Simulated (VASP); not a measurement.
# SnTe (Fm-3m) in VASP: settings compared

The runs below take SnTe through single point, with PBE+D3(BJ), PBE+D4.

Program: VASP 6.6.1. These are calculated values, not measurements. Logs are shortened: lines on timing, memory, paths and dates and some standing lists are left out, and cuts for length are marked.

**1. The cell of the first run**

It takes space group Fm-3m (No. 225, cubic). Conventional cell: a = 6.307 Å, b = 6.307 Å, c = 6.307 Å, α = 90.00°, β = 90.00°, γ = 90.00°. Within 4.1 Å of Te (site symmetry m-3m) lie 6 Sn at 3.15 Å. Within 4.1 Å of Sn (site symmetry m-3m) lie 6 Te at 3.15 Å.

**2. Single point, PBE+D3(BJ)**

INCAR

```
ALGO = Normal
EDIFF = 1E-6
ENCUT = 520
GGA = PE
ISIF = 2
ISMEAR = -1
IVDW = 12
LASPH = True
LCHARG = False
LREAL = False
LWAVE = False
NBANDS = 17
NELM = 60
PREC = Accurate
SIGMA = 0.05
```

KPOINTS

```
k-points
0
Gamma
  7 7 7
```

POSCAR

```
SnTe
1.0
    0.0000000000      3.1536812108      3.1536812108
    3.1536812108      0.0000000000      3.1536812108
    3.1536812108      3.1536812108      0.0000000000
Te Sn
1 1
Direct
    0.5000000000      0.5000000000      0.5000000000
    0.0000000000      0.0000000000      0.0000000000
```

Potentials or basis: VASP PAW PBE potentials, release 64 (Te, Sn_d).

Run with:

```console
$ cat potpaw_PBE.64/Te/POTCAR potpaw_PBE.64/Sn_d/POTCAR > POTCAR
$ mpirun -np 1 vasp_std > vasp.out
```

OUTCAR:

```text
EDIFF = 1E-6
   ENCUT = 520
   GGA = PE
   ISIF = 2
   ISMEAR = -1
   IVDW = 12
   LASPH = True
   LREAL = False
   NELM = 60
   PREC = Accurate
 IVDW          = 12

 ion  position               nearest neighbor table
   1  0.500  0.500  0.500-   2 3.15   2 3.15   2 3.15   2 3.15   2 3.15   2 3.15
   2  0.000  0.000  0.000-   1 3.15   1 3.15   1 3.15   1 3.15   1 3.15   1 3.15

  LATTYP: Found a face centered cubic cell.
 ALAT       =     6.3073624216

  Lattice vectors:

 A1 = (   0.0000000000,   3.1536812108,   3.1536812108)
 A2 = (   3.1536812108,   0.0000000000,   3.1536812108)
 A3 = (   3.1536812108,   3.1536812108,   0.0000000000)

Analysis of symmetry for initial positions (statically):
[... 33 lines left out ...]
                                     Primitive cell

  volume of cell :      62.7312

  direct lattice vectors                    reciprocal lattice vectors
     0.000000000  3.153681211  3.153681211    -0.158544877  0.158544877  0.158544877
     3.153681211  0.000000000  3.153681211     0.158544877 -0.158544877  0.158544877
     3.153681211  3.153681211  0.000000000     0.158544877  0.158544877 -0.158544877

  length of vectors
     4.459978740  4.459978740  4.459978740     0.274607782  0.274607782  0.274607782

  position of ions in fractional coordinates (direct lattice)
     0.500000000  0.500000000  0.500000000
     0.000000000  0.000000000  0.000000000

  ion indices of the primitive-cell ions
   primitive index   ion index
                 1           1
                 2           2

----------------------------------------------------------------------------------------

 KPOINTS: k-points

Automatic generation of k-mesh.
 Grid dimensions read from file:
 generate k-points for:    7    7    7

 Generating k-lattice:

  Cartesian coordinates                     Fractional coordinates (reciprocal lattice)
    -0.022649268  0.022649268  0.022649268     0.142857143  0.000000000  0.000000000
     0.022649268 -0.022649268  0.022649268     0.000000000  0.142857143  0.000000000
     0.022649268  0.022649268 -0.022649268     0.000000000  0.000000000  0.142857143

  Length of vectors
     0.039229683  0.039229683  0.039229683

  Shift w.r.t. Gamma in fractional coordinates (k-lattice)
     0.000000000  0.000000000  0.000000000

 Subroutine IBZKPT returns following result:
 ===========================================

 Found     20 irreducible k-points:

 Following reciprocal coordinates:
            Coordinates               Weight
  0.000000  0.000000  0.000000      1.000000
  0.142857  0.000000  0.000000      8.000000
  0.285714  0.000000  0.000000      8.000000
  0.428571  0.000000  0.000000      8.000000
  0.142857  0.142857  0.000000      6.000000
  0.285714  0.142857  0.000000     24.000000
[... 12 lines left out ...]
 -0.428571  0.428571  0.142857     24.000000
 -0.285714  0.428571  0.142857     24.000000
   k-points           NKPTS =     20   k-points in BZ     NKDIM =     20   number of bands    NBANDS=     17
   number of dos      NEDOS =    301   number of ions     NIONS =      2
   total plane-waves  NPLWV =  46656
   dimension x,y,z NGX =    36 NGY =   36 NGZ =   36
   dimension x,y,z NGXF=    72 NGYF=   72 NGZF=   72
   ions per type =               1   1
   NGX,Y,Z   is equivalent  to a cutoff of  13.42, 13.42, 13.42 a.u.
   NGXF,Y,Z  is equivalent  to a cutoff of  26.84, 26.84, 26.84 a.u.
 SYSTEM =  unknown system
   PREC   = accura    normal or accurate (medium, high low for compatibility)
   ISTART =      0    job   : 0-new  1-cont  2-samecut
   ICHARG =      2    charge: 1-file 2-atom 10-const
   ISPIN  =      1    spin polarized calculation?
   LNONCOLLINEAR =      F non collinear calculations
   LSORBIT =      F    spin-orbit coupling
   LASPH  =      T    aspherical Exc in radial PAW
   ENCUT  =  520.0 eV  38.22 Ry    6.18 a.u.   8.29  8.29  8.29*2*pi/ulx,y,z
   NELM   =     60;   NELMIN=  2; NELMDL= -5     # of ELM steps
   EDIFF  = 0.1E-05   stopping-criterion for ELM
   LREAL  =      F    real-space projection
   EDIFFG = 0.1E-04   stopping-criterion for IOM
   NSW    =      0    number of steps for IOM
   IBRION =     -1    ionic relax: 0-MD 1-quasi-New 2-CG
   NFREE  =      0    steps in history (QN), initial steepest desc. (CG)
   ISIF   =      2    stress and relaxation
   ISYM   =      2    0-nonsym 1-usesym 2-fastsym
   POTIM  = 0.5000    time-step for ionic-motion
   TEBEG  =    0.0;   TEEND  =   0.0 temperature during run
   PSTRESS=    0.0 pullay stress
   NELECT =      20.0000    total number of electrons
   NUPDOWN=      -1.0000    fix difference up-down
   EMIN   =  10.00;   EMAX   =-10.00  energy-range for DOS
   EFERMI =   0.00;   METHOD = LEGACY
   ISMEAR =    -1;   SIGMA  =   0.05  broadening in eV -4-tet -1-fermi 0-gaus
   EFERMI_NEDOS =   21; number of points for ismear=-14 and -15
   IALGO  =     38    algorithm
   IMIX   =      4    mixing-type and parameters
     AMIX     =   0.40;   BMIX     =  1.00
     AMIX_MAG =   1.60;   BMIX_MAG =  1.00
  volume/ion in A,a.u.               =      31.37       211.67
  Fermi-wavevector in a.u.,A,eV,Ry     =   1.118383  2.113437 17.017888  1.250779
  Thomas-Fermi vector in A             =   2.255013
   LORBIT       =      0    0 simple, 1 ext, 2 COOP (PROOUT), +10 PAW based schemes
   GGA     = PE    functional components
   LHFCALC =     F    Hartree Fock is set to
   AEXX    =    0.0000 exact exchange contribution
   IVDW    =    12    specifies the selected vdW correction
   LEPSILON=     F    determine dielectric tensor
   LRPA    =     F    only Hartree local field effects (RPA)
 non-spin polarized calculation
  energy-cutoff  :      520.00
  volume of cell :       62.73
 maximum number of plane-waves:      1716
 NGX is ok and might be reduce to    36
   NGX = 17   NGY = 17   NGZ = 17

 number of electron      19.9999999 magnetization

 Free energy of the ion-electron system (eV)
  ---------------------------------------------------
  ext. energy  EPLUGINS =         0.00000000
  ---------------------------------------------------
  free energy    TOTEN  =        -7.54958264 eV

  energy without entropy =       -7.54951103  energy(sigma->0) =       -7.54954683

 E-fermi :   6.9950     XC(G=0):  -9.4847

 val. band max:        6.6779418616   @ k =   0.4286   0.0000   0.0000
 cond. band min:       7.3389814470   @ k =   0.4286   0.0000   0.0000
 fundamental gap:      0.6610395854
 Fermi energy:         6.9949900822

 k-point     1 :       0.0000    0.0000    0.0000
  band No.  band energies     occupation
      1     -14.9781      2.00000
      2     -14.9781      2.00000
      3     -14.9723      2.00000
      4     -14.9723      2.00000
      5     -14.9723      2.00000
      6      -5.8649      2.00000
[... 9 lines left out ...]
     16      11.6773      0.00000
     17      13.7533      0.00000

 k-point     2 :       0.1429    0.0000    0.0000
  band No.  band energies     occupation
      1     -14.9789      2.00000
      2     -14.9789      2.00000
      3     -14.9720      2.00000
      4     -14.9712      2.00000
      5     -14.9712      2.00000
      6      -5.6946      2.00000
[... 9 lines left out ...]
     16      12.0921      0.00000
     17      14.9745      0.00000

 k-point     3 :       0.2857    0.0000    0.0000
  band No.  band energies     occupation
      1     -14.9811      2.00000
      2     -14.9811      2.00000
      3     -14.9713      2.00000
      4     -14.9682      2.00000
      5     -14.9682      2.00000
      6      -5.2282      2.00000
[... 9 lines left out ...]
     16      13.2317      0.00000
     17      17.3784      0.00000

 k-point     4 :       0.4286    0.0000    0.0000
  band No.  band energies     occupation
      1     -14.9830      2.00000
      2     -14.9830      2.00000
      3     -14.9708      2.00000
      4     -14.9657      2.00000
      5     -14.9657      2.00000
      6      -4.6940      2.00000
[... 9 lines left out ...]
     16      14.9687      0.00000
     17      16.4619      0.00000

 k-point     5 :       0.1429    0.1429    0.0000
  band No.  band energies     occupation
      1     -14.9809      2.00000
      2     -14.9773      2.00000
      3     -14.9730      2.00000
      4     -14.9704      2.00000
      5     -14.9704      2.00000
      6      -5.6386      2.00000
[... 9 lines left out ...]
     16      12.7659      0.00000
     17      14.0051      0.00000

 k-point     6 :       0.2857    0.1429    0.0000
  band No.  band energies     occupation
      1     -14.9837      2.00000
      2     -14.9779      2.00000
      3     -14.9728      2.00000
      4     -14.9683      2.00000
      5     -14.9676      2.00000
      6      -5.2720      2.00000
[... 9 lines left out ...]
     16      13.9304      0.00000
     17      15.4595      0.00000

 k-point     7 :       0.4286    0.1429    0.0000
  band No.  band energies     occupation
      1     -14.9853      2.00000
      2     -14.9802      2.00000
      3     -14.9711      2.00000
      4     -14.9667      2.00000
      5     -14.9652      2.00000
      6      -4.7422      2.00000
[... 9 lines left out ...]
     16      15.6005      0.00000
     17      16.3933      0.00000

 k-point     8 :      -0.4286    0.1429    0.0000
  band No.  band energies     occupation
      1     -14.9846      2.00000
      2     -14.9821      2.00000
      3     -14.9699      2.00000
      4     -14.9662      2.00000
      5     -14.9652      2.00000
      6      -4.5161      2.00000
[... 9 lines left out ...]
     16      14.8214      0.00000
     17      17.0477      0.00000

 k-point     9 :      -0.2857    0.1429    0.0000
  band No.  band energies     occupation
      1     -14.9822      2.00000
      2     -14.9820      2.00000
      3     -14.9705      2.00000
      4     -14.9676      2.00000
      5     -14.9667      2.00000
      6      -4.9174      2.00000
[... 9 lines left out ...]
     16      15.6732      0.00000
     17      15.9797      0.00000

 k-point    10 :      -0.1429    0.1429    0.0000
  band No.  band energies     occupation
      1     -14.9809      2.00000
      2     -14.9794      2.00000
      3     -14.9717      2.00000
      4     -14.9702      2.00000
      5     -14.9687      2.00000
      6      -5.4246      2.00000
[... 9 lines left out ...]
     16      13.7109      0.00000
     17      14.5666      0.00000

 k-point    11 :       0.2857    0.2857    0.0000
  band No.  band energies     occupation
      1     -14.9880      2.00000
      2     -14.9753      2.00000
      3     -14.9746      2.00000
      4     -14.9659      2.00000
      5     -14.9659      2.00000
      6      -5.0340      2.00000
[... 9 lines left out ...]
     16      15.1985      0.00000
     17      15.1986      0.00000

 k-point    12 :       0.4286    0.2857    0.0000
  band No.  band energies     occupation
      1     -14.9904      2.00000
      2     -14.9759      2.00000
      3     -14.9741      2.00000
      4     -14.9644      2.00000
      5     -14.9637      2.00000
      6      -4.6192      2.00000
[... 9 lines left out ...]
     16      16.2223      0.00000
     17      16.6511      0.00000

 k-point    13 :      -0.4286    0.2857    0.0000
  band No.  band energies     occupation
      1     -14.9892      2.00000
      2     -14.9783      2.00000
      3     -14.9713      2.00000
      4     -14.9653      2.00000
      5     -14.9637      2.00000
      6      -4.3271      2.00000
[... 9 lines left out ...]
     16      15.2659      0.00000
     17      17.6279      0.00000

 k-point    14 :      -0.2857    0.2857    0.0000
  band No.  band energies     occupation
      1     -14.9855      2.00000
      2     -14.9810      2.00000
      3     -14.9680      2.00000
      4     -14.9680      2.00000
      5     -14.9656      2.00000
      6      -4.4944      2.00000
[... 9 lines left out ...]
     16      13.8019      0.00000
     17      16.1815      0.00000

 k-point    15 :       0.4286    0.4286    0.0000
  band No.  band energies     occupation
      1     -14.9944      2.00000
      2     -14.9759      2.00000
      3     -14.9737      2.00000
      4     -14.9621      2.00000
      5     -14.9621      2.00000
      6      -4.4014      2.00000
[... 9 lines left out ...]
     16      16.8710      0.00000
     17      17.8817      0.00000

 k-point    16 :      -0.4286    0.4286    0.0000
  band No.  band energies     occupation
      1     -14.9937      2.00000
      2     -14.9748      2.00000
      3     -14.9747      2.00000
      4     -14.9625      2.00000
      5     -14.9621      2.00000
      6      -4.2659      2.00000
[... 9 lines left out ...]
     16      16.4445      0.00000
     17      16.9473      0.00000

 k-point    17 :       0.4286    0.2857    0.1429
  band No.  band energies     occupation
      1     -14.9862      2.00000
      2     -14.9782      2.00000
      3     -14.9724      2.00000
      4     -14.9661      2.00000
      5     -14.9660      2.00000
      6      -4.8682      2.00000
[... 9 lines left out ...]
     16      15.2682      0.00000
     17      16.0882      0.00000

 k-point    18 :      -0.4286    0.2857    0.1429
  band No.  band energies     occupation
      1     -14.9872      2.00000
      2     -14.9797      2.00000
      3     -14.9701      2.00000
      4     -14.9670      2.00000
      5     -14.9640      2.00000
      6      -4.4419      2.00000
[... 9 lines left out ...]
     16      15.7065      0.00000
     17      16.9132      0.00000

 k-point    19 :      -0.4286    0.4286    0.1429
  band No.  band energies     occupation
      1     -14.9916      2.00000
      2     -14.9763      2.00000
      3     -14.9733      2.00000
      4     -14.9646      2.00000
      5     -14.9621      2.00000
      6      -4.3266      2.00000
[... 9 lines left out ...]
     16      16.5304      0.00000
     17      17.4827      0.00000

 k-point    20 :      -0.2857    0.4286    0.1429
  band No.  band energies     occupation
      1     -14.9896      2.00000
      2     -14.9784      2.00000
      3     -14.9702      2.00000
      4     -14.9673      2.00000
      5     -14.9622      2.00000
      6      -4.2384      2.00000
[... 9 lines left out ...]
     16      16.7148      0.00000
     17      17.3349      0.00000

------------------------ aborting loop because EDIFF is reached ----------------------------------------

 Edisp (eV)   -0.79959

 E8    (eV) :    -0.3769

  FORCE on cell =-STRESS in cart. coord.  units (eV):
  Direction    XX          YY          ZZ          XY          YZ          ZX
  --------------------------------------------------------------------------------------
  -------------------------------------------------------------------------------------
  Total      -0.03724    -0.03724    -0.03724     0.00000     0.00000     0.00000
  in kB      -0.95119    -0.95119    -0.95119     0.00000     0.00000     0.00000
  external pressure =       -0.95 kB  Pullay stress =        0.00 kB

 VOLUME and BASIS-vectors are now :
 -----------------------------------------------------------------------------
  energy-cutoff  :      520.00
  volume of cell :       62.73
      direct lattice vectors                 reciprocal lattice vectors
     0.000000000  3.153681211  3.153681211    -0.158544877  0.158544877  0.158544877
     3.153681211  0.000000000  3.153681211     0.158544877 -0.158544877  0.158544877
     3.153681211  3.153681211  0.000000000     0.158544877  0.158544877 -0.158544877

 POSITION                                       TOTAL-FORCE (eV/Angst)
 -----------------------------------------------------------------------------------
      3.15368      3.15368      3.15368         0.000000      0.000000      0.000000
      0.00000      0.00000      0.00000         0.000000      0.000000     -0.000000
 -----------------------------------------------------------------------------------
    total drift:                               -0.000000      0.000000      0.000000

  FREE ENERGIE OF THE ION-ELECTRON SYSTEM (eV)
  ---------------------------------------------------
  free  energy   TOTEN  =        -8.3491739676 eV

  energy  without entropy=       -8.3491023577  energy(sigma->0) =       -8.34913816
```

Wall time 18 s (1 thread of Intel Xeon Platinum 8488C (Sapphire Rapids), shared host); peak memory 0.21 GiB.

What came out:

| Quantity | Value |
| --- | --- |
| Free energy | -8.3492 eV |
| Pressure | -0.1 GPa |
| Dispersion energy per atom | -0.400 eV |

Levels at points of the mesh, in eV from the Fermi level:
| k point | band 8 | band 9 | band 10 | band 11 | band 12 | band 13 |
| --- | --- | --- | --- | --- | --- | --- |
| (0.00, 0.00, 0.00) | -2.21 | -2.21 | -2.21 | 3.27 | 3.27 | 3.27 |

Caveat: this odd mesh misses L, where the gap lies, so gap, dielectric constants and Born charges aren't listed; spin-orbit coupling is left out, which moves the levels of the heavy elements.

**3. Single point, PBE+D4**

This run uses another cell than the first one, of 31.28 Å³/atom, 0.997 times its volume.

INCAR

```
PREC = Accurate ; ENCUT = 520
EDIFF = 1E-7 ; ISMEAR = -1
SIGMA = 0.05 ; LREAL = False
LASPH = True ; NELM = 100
ALGO = Normal ; ISIF = 2
LWAVE = False ; LCHARG = False
GGA = PE ; IVDW = 13
NBANDS = 17
```

KPOINTS

```
regular mesh
0
Gamma
  7 7 7
```

POSCAR

```
SnTe
1.0
    0.0000000000      3.1508500000      3.1508500000
    3.1508500000      0.0000000000      3.1508500000
    3.1508500000      3.1508500000      0.0000000000
Te Sn
1 1
Direct
    0.5000000000      0.5000000000      0.5000000000
    0.0000000000      0.0000000000      0.0000000000
```

Potentials or basis: VASP PAW PBE potentials, release 64 (Te, Sn_d).

Run with:

```console
$ cat potpaw_PBE.64/Te/POTCAR potpaw_PBE.64/Sn_d/POTCAR > POTCAR
$ mpirun -np 1 vasp_std > vasp.out
```

Wall time 22 s (1 thread of Intel Xeon Platinum 8488C (Sapphire Rapids), shared host); peak memory 0.21 GiB.

Results (log left out):

| Item | Value |
| --- | --- |
| Free energy | -8.4281 eV |
| Pressure | 0.0 GPa |
| Dispersion energy per atom | -0.440 eV |

Levels at points of the mesh, in eV from the Fermi level:
```
           k point  band 6  band 7  band 8  band 9  band 10  band 11  band 12  band 13  band 14  band 15
(0.00, 0.00, 0.00)  -12.88   -4.75   -2.22   -2.22    -2.22     3.28     3.28     3.28     4.68     4.68
```

Caveat: this odd mesh misses L, where the gap lies, so gap, dielectric constants and Born charges aren't listed; spin-orbit coupling is left out, which moves the levels of the heavy elements.
